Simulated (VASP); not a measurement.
WS2:

```xyz
6
Lattice="3.1800 0.0000 0.0000 -1.5900 2.7540 0.0000 0.0000 0.0000 12.5000" Properties=species:S:1:pos:R:3 pbc="T T T"
W     1.5900    0.9180    9.3750
W     0.0000    1.8360    3.1250
S     1.5900    0.9180    4.6875
S     0.0000    1.8360   10.9375
S     1.5900    0.9180    1.5625
S     0.0000    1.8360    7.8125
```

Base run:

| Quantity | Value |
| --- | --- |
| Program | VASP 6.6.1 |
| Functional | PBE |
| Potentials or basis | VASP PAW PBE potentials, release 64 (W_sv, S) |
| Cutoff | 520 eV |
| k mesh | 10 × 10 × 3 |
| Occupations | fermi-dirac, width 0.05 eV |
| Spin | no spin polarisation |
| Hubbard terms | W d U = 8.0 eV |

Its results: band gap on the k mesh 1.21 eV (least direct gap 1.91 eV); pressure 9.4 GPa; largest force 0.942 eV/Å.

**Question.** After a change of settings the same cell gave: band gap on the k mesh 1.17 eV (least direct gap 1.99 eV); pressure 7.4 GPa; largest force 0.718 eV/Å. Which change was it?
A. hubbard terms from W d U = 8.0 eV to none; dispersion from none to D3(BJ)
B. functional from PBE to r2SCAN; hubbard terms from W d U = 8.0 eV to none
C. hubbard terms from W d U = 8.0 eV to W d U = 6.0 eV
D. occupations from fermi-dirac, width 0.05 eV to gaussian, width 0.013 eV; hubbard terms from W d U = 8.0 eV to none

**Answer.** C.

Caveats: the cell stands under pressure; spin-orbit coupling is left out, which moves the levels of the heavy elements; an odd mesh through Γ misses points on the zone boundary, where band edges can lie; this functional lacks dispersion, which binds the layers, so the pressure and a relaxed spacing across them are unreliable.
